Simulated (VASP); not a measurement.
# Ge (Cmcm) in VASP: notebook, part 3 of 3

VASP 6.6.1. Earlier steps stand in the parts before.

**6. Single point, PBE**

File INCAR:

```
SYSTEM = Ge
PREC     = Accurate       ! precision mode
ENCUT    = 520            ! plane-wave cutoff, eV
EDIFF    = 1E-7           ! SCF threshold, eV
ISMEAR   = -1             ! smearing method
SIGMA    = 0.04           ! smearing width, eV
LREAL    = .FALSE.        ! projectors in reciprocal space
LASPH    = .TRUE.         ! aspherical terms in the spheres
NELM     = 100            ! most SCF steps
ALGO     = Normal         ! electronic algorithm
ISIF     = 2              ! what is computed and relaxed
LWAVE    = .FALSE.        ! write WAVECAR
LCHARG   = .TRUE.         ! write CHGCAR
GGA      = PE             ! functional
LELF     = .TRUE.         ! ELF
LVHAR    = .TRUE.       
NBANDS   = 21             ! bands
```

File KPOINTS:

```
regular mesh
0
G
  6 6 4
  0 0 0
```

File POSCAR:

```
Ge
1.0
    1.4880529250     -2.5946896100      0.0000000000
    1.4880529250      2.5946896100      0.0000000000
    0.0000000000      0.0000000000      4.7275957900
Ge
2
Direct
    0.3334466300      0.6665533700      0.2500000000
    0.6665533700      0.3334466300      0.7500000000
```

Potentials or basis: VASP PAW PBE potentials, release 64 (Ge_d).

On the command line:

```sh
cat potpaw_PBE.64/Ge_d/POTCAR > POTCAR
mpirun -np 1 vasp_std > vasp.out
```

OUTCAR:

```text
SYSTEM = Ge
   PREC = Accurate
   ENCUT = 520
   EDIFF = 1E-7
   ISMEAR = -1
   LREAL = .FALSE.
   LASPH = .TRUE.
   NELM = 100
   ISIF = 2
   GGA = PE

 ion  position               nearest neighbor table
   1  0.333  0.667  0.250-
   2  0.667  0.333  0.750-

  LATTYP: Found a base centered orthorhombic cell.
 ALAT       =     2.9761058500
 B/A-ratio  =     1.7436809984
 C/A-ratio  =     1.5885173540

  Lattice vectors:

 A1 = (   1.4880529250,  -2.5946896100,   0.0000000000)
 A2 = (   1.4880529250,   2.5946896100,   0.0000000000)
 A3 = (   0.0000000000,   0.0000000000,   4.7275957900)

Analysis of symmetry for initial positions (statically):
=====================================================================
 Subroutine PRICEL returns:
 Original cell was already a primitive cell.

 Routine SETGRP: Setting up the symmetry group for a
 base centered orthorhombic supercell.

 Subroutine GETGRP returns: Found  8 space group operations
 (whereof  4 operations were pure point group operations)
 out of a pool of  8 trial point group operations.

The static configuration has the point symmetry C_2h.
 The point group associated with its full space group is D_2h.

Analysis of symmetry for dynamics (positions and initial velocities):
=====================================================================
 Subroutine PRICEL returns:
 Original cell was already a primitive cell.

 Routine SETGRP: Setting up the symmetry group for a
 base centered orthorhombic supercell.

 Subroutine GETGRP returns: Found  8 space group operations
 (whereof  4 operations were pure point group operations)
 out of a pool of  8 trial point group operations.

The dynamic configuration has the point symmetry C_2h.
 The point group associated with its full space group is D_2h.

 Subroutine INISYM returns: Found  8 space group operations
 (whereof  4 operations are pure point group operations),
 and found     1 'primitive' translations

----------------------------------------------------------------------------------------

                                     Primitive cell

  volume of cell :      36.5068

  direct lattice vectors                    reciprocal lattice vectors
     1.488052925 -2.594689610  0.000000000     0.336009554 -0.192701277  0.000000000
     1.488052925  2.594689610  0.000000000     0.336009554  0.192701277  0.000000000
     0.000000000  0.000000000  4.727595790     0.000000000  0.000000000  0.211524006

  length of vectors
     2.991106096  2.991106096  4.727595790     0.387345069  0.387345069  0.211524006

  position of ions in fractional coordinates (direct lattice)
     0.333446630  0.666553370  0.250000000
     0.666553370  0.333446630  0.750000000

  ion indices of the primitive-cell ions
   primitive index   ion index
                 1           1
                 2           2

----------------------------------------------------------------------------------------

 KPOINTS: regular mesh

Automatic generation of k-mesh.
 Grid dimensions read from file:
 generate k-points for:    6    6    4

 Generating k-lattice:

  Cartesian coordinates                     Fractional coordinates (reciprocal lattice)
     0.056001592 -0.032116879  0.000000000     0.166666667  0.000000000  0.000000000
     0.056001592  0.032116879  0.000000000     0.000000000  0.166666667  0.000000000
     0.000000000  0.000000000  0.052881001     0.000000000  0.000000000  0.250000000

  Length of vectors
     0.064557512  0.064557512  0.052881001

  Shift w.r.t. Gamma in fractional coordinates (k-lattice)
     0.000000000  0.000000000  0.000000000

 Subroutine IBZKPT returns following result:
 ===========================================

 Found     39 irreducible k-points:

 Following reciprocal coordinates:
            Coordinates               Weight
  0.000000  0.000000  0.000000      1.000000
  0.166667  0.000000  0.000000      4.000000
  0.333333  0.000000  0.000000      4.000000
  0.500000  0.000000  0.000000      2.000000
  0.166667  0.166667  0.000000      2.000000
  0.333333  0.166667  0.000000      4.000000
[... 16 lines left out ...]
  0.333333  0.333333  0.250000      4.000000
  0.500000  0.333333  0.250000      8.000000
 [... further k-points ...]
   k-points           NKPTS =     39   k-points in BZ     NKDIM =     39   number of bands    NBANDS=     21
   number of dos      NEDOS =    301   number of ions     NIONS =      2
   total plane-waves  NPLWV =  20736
   dimension x,y,z NGX =    24 NGY =   24 NGZ =   36
   dimension x,y,z NGXF=    48 NGYF=   48 NGZF=   72
   ions per type =               2
   NGX,Y,Z   is equivalent  to a cutoff of  13.34, 13.34, 12.66 a.u.
   NGXF,Y,Z  is equivalent  to a cutoff of  26.68, 26.68, 25.32 a.u.
 SYSTEM =  Ge
   PREC   = accura    normal or accurate (medium, high low for compatibility)
   ISTART =      0    job   : 0-new  1-cont  2-samecut
   ICHARG =      2    charge: 1-file 2-atom 10-const
   ISPIN  =      1    spin polarized calculation?
   LNONCOLLINEAR =      F non collinear calculations
   LSORBIT =      F    spin-orbit coupling
   LASPH  =      T    aspherical Exc in radial PAW
   ENCUT  =  520.0 eV  38.22 Ry    6.18 a.u.   5.56  5.56  8.79*2*pi/ulx,y,z
   NELM   =    100;   NELMIN=  2; NELMDL= -5     # of ELM steps
   EDIFF  = 0.1E-06   stopping-criterion for ELM
   LREAL  =      F    real-space projection
   EDIFFG = 0.1E-05   stopping-criterion for IOM
   NSW    =      0    number of steps for IOM
   IBRION =     -1    ionic relax: 0-MD 1-quasi-New 2-CG
   NFREE  =      0    steps in history (QN), initial steepest desc. (CG)
   ISIF   =      2    stress and relaxation
   ISYM   =      2    0-nonsym 1-usesym 2-fastsym
   POTIM  = 0.5000    time-step for ionic-motion
   TEBEG  =    0.0;   TEEND  =   0.0 temperature during run
   PSTRESS=    0.0 pullay stress
   NELECT =      28.0000    total number of electrons
   NUPDOWN=      -1.0000    fix difference up-down
   EMIN   =  10.00;   EMAX   =-10.00  energy-range for DOS
   EFERMI =   0.00;   METHOD = LEGACY
   ISMEAR =    -1;   SIGMA  =   0.04  broadening in eV -4-tet -1-fermi 0-gaus
   EFERMI_NEDOS =   21; number of points for ismear=-14 and -15
   IALGO  =     38    algorithm
   IMIX   =      4    mixing-type and parameters
     AMIX     =   0.40;   BMIX     =  1.00
     AMIX_MAG =   1.60;   BMIX_MAG =  1.00
  volume/ion in A,a.u.               =      18.25       123.18
  Fermi-wavevector in a.u.,A,eV,Ry     =   1.498544  2.831837 30.553703  2.245634
  Thomas-Fermi vector in A             =   2.610289
   LORBIT       =      0    0 simple, 1 ext, 2 COOP (PROOUT), +10 PAW based schemes
   GGA     = PE    functional components
   LHFCALC =     F    Hartree Fock is set to
   AEXX    =    0.0000 exact exchange contribution
   IVDW    =     0    specifies the selected vdW correction
   LEPSILON=     F    determine dielectric tensor
   LRPA    =     F    only Hartree local field effects (RPA)
 non-spin polarized calculation
  energy-cutoff  :      520.00
  volume of cell :       36.51
 maximum number of plane-waves:      1014
 NGX is ok and might be reduce to    24
   NGX = 11   NGY = 11   NGZ = 17

 number of electron      28.0000012 magnetization

 Free energy of the ion-electron system (eV)
  ---------------------------------------------------
  ext. energy  EPLUGINS =         0.00000000
  ---------------------------------------------------
  free energy    TOTEN  =        -8.30909841 eV

  energy without entropy =       -8.30410049  energy(sigma->0) =       -8.30659945

 E-fermi :   7.3657     XC(G=0): -11.4688

 val. band max:        7.3608864569   @ k =   0.1667   0.1667   0.2500
 cond. band min:       7.3702547897   @ k =  -0.3333   0.1667   0.2500
 fundamental gap:      0.0093683328
 Fermi energy:         7.3656559974

 k-point     1 :       0.0000    0.0000    0.0000
  band No.  band energies     occupation
      1     -17.6163      2.00000
      2     -17.6128      2.00000
      3     -17.6092      2.00000
      4     -17.6043      2.00000
      5     -17.6033      2.00000
      6     -17.6004      2.00000
[... 13 lines left out ...]
     20      19.9787      0.00000
     21      21.2391      0.00000
[... 529 lines left out ...]
 k-point    24 :       0.5000    0.3333    0.2500
  band No.  band energies     occupation
      1     -17.6408      2.00000
      2     -17.6319      2.00000
      3     -17.6099      2.00000
      4     -17.6016      2.00000
      5     -17.5872      2.00000
      6     -17.5518      2.00000
[... 13 lines left out ...]
     20      18.4658      0.00000
     21      20.0728      0.00000

 [... further k-points ...]

------------------------ aborting loop because EDIFF is reached ----------------------------------------

  FORCE on cell =-STRESS in cart. coord.  units (eV):
  Direction    XX          YY          ZZ          XY          YZ          ZX
  --------------------------------------------------------------------------------------
  -------------------------------------------------------------------------------------
  Total        0.3295414      0.2239163      1.6672652      0.0000000     -0.0000000      0.0000000
  in kB       14.4626004      9.8270263     73.1713627      0.0000000     -0.0000000      0.0000000
  external PRESSURE =      32.4869965 kB  Pullay stress =       0.0000000 kB

 VOLUME and BASIS-vectors are now :
 -----------------------------------------------------------------------------
  energy-cutoff  :      520.00
  volume of cell :       36.51
      direct lattice vectors                 reciprocal lattice vectors
     1.488052925 -2.594689610  0.000000000     0.336009554 -0.192701277  0.000000000
     1.488052925  2.594689610  0.000000000     0.336009554  0.192701277  0.000000000
     0.000000000  0.000000000  4.727595790     0.000000000  0.000000000  0.211524006

 POSITION                                       TOTAL-FORCE (eV/Angst)
 -----------------------------------------------------------------------------------
      1.48805      0.86431      1.18190         0.000000      0.001343      0.000000
      1.48805     -0.86431      3.54570         0.000000     -0.001343      0.000000
 -----------------------------------------------------------------------------------
    total drift:                                0.000000     -0.000000      0.000000

  FREE ENERGIE OF THE ION-ELECTRON SYSTEM (eV)
  ---------------------------------------------------
  free  energy   TOTEN  =        -8.3090984076 eV

  energy  without entropy=       -8.3041004940  energy(sigma->0) =       -8.30659945
```

It took 30 s on 1 thread of Intel Xeon 8259CL, shared host; peak memory 0.16 GiB.

Results:

| Property | Result |
| --- | --- |
| Free energy | -8.3091 eV |
| Pressure | 3.2 GPa |
| Band gap on the k mesh | zero (bands 14 and 15 overlap by 9.20 eV) |

Stress tensor (GPa, compression positive):
```
1.45 0.00 0.00
0.00 0.98 0.00
0.00 0.00 7.32
```

Levels at points of the mesh, in eV from the Fermi level:
| k point | band 11 | band 12 | band 13 | band 14 | band 15 | band 16 | band 17 | band 18 |
| --- | --- | --- | --- | --- | --- | --- | --- | --- |
| (0.00, 0.00, 0.00) | -13.67 | -7.78 | -5.83 | 6.31 | 6.42 | 8.39 | 8.50 | 9.82 |
| (0.50, 0.00, 0.00) | -8.74 | -7.41 | -2.57 | -1.57 | -1.18 | 1.14 | 2.14 | 6.13 |
| (0.50, 0.50, 0.00) | -8.81 | -7.45 | -2.61 | -1.59 | -1.25 | 1.10 | 2.29 | 6.27 |
| (0.00, 0.00, 0.50) | -11.99 | -11.99 | 1.58 | 1.58 | 7.45 | 7.45 | 7.56 | 7.56 |
| (0.50, 0.00, 0.50) | -7.29 | -7.29 | -5.23 | -5.23 | 3.80 | 3.80 | 4.77 | 4.77 |
| (0.50, 0.50, 0.50) | -7.37 | -7.37 | -5.26 | -5.26 | 3.95 | 3.95 | 4.80 | 4.80 |

Caveat: the k points lie up to 0.41 Å⁻¹ apart, too coarse for converged energies and pressures of a metal.

**7. The runs side by side**

| task | level | cell | k mesh | cutoff (eV) | smearing | gap on the mesh (eV) | pressure (GPa) | relaxed volume (Å³/atom) |
| --- | --- | --- | --- | --- | --- | --- | --- | --- |
| relaxation of cell and atoms | BLYP+D3(BJ) | relaxed from a = 2.991, b = 2.991, c = 4.728 Å, angles 90.0, 90.0, 120.3°, 2 atoms | 10 × 10 × 6 | 600 | fermi-dirac 0.05 eV | none | 0.1 | 19.29 |
| relaxation of cell and atoms | BLYP+D4 | relaxed from a = 2.991, b = 2.991, c = 4.728 Å, angles 90.0, 90.0, 120.3°, 2 atoms | 10 × 10 × 6 | 600 | fermi-dirac 0.05 eV | none | 0.0 | 20.94 |
| single point | PBEsol | a = 3.053, b = 3.053, c = 4.538 Å, angles 90.0, 90.0, 120.3°, 2 atoms | 10 × 10 × 6 | 520 | fermi-dirac 0.05 eV | none | 0.6 | - |
| single point | PBEsol | a = 3.021, b = 3.021, c = 4.633 Å, angles 90.0, 90.0, 120.3°, 2 atoms | 10 × 10 × 6 | 520 | fermi-dirac 0.05 eV | none | 0.6 | - |
| single point | PBE | a = 2.991, b = 2.991, c = 4.728 Å, angles 90.0, 90.0, 120.3°, 2 atoms | 6 × 6 × 4 | 520 | fermi-dirac 0.04 eV | none | 3.2 | - |

Alike in all rows: potentials or basis VASP PAW PBE potentials, release 64 (Ge_d); no spin polarisation.

Caveats: some runs use coarse meshes; the PAW data sets were made with another functional, which shifts forces and pressure a little (at least some runs).

Total energies depend on the potentials used, so only differences within one code and one set of settings carry meaning.
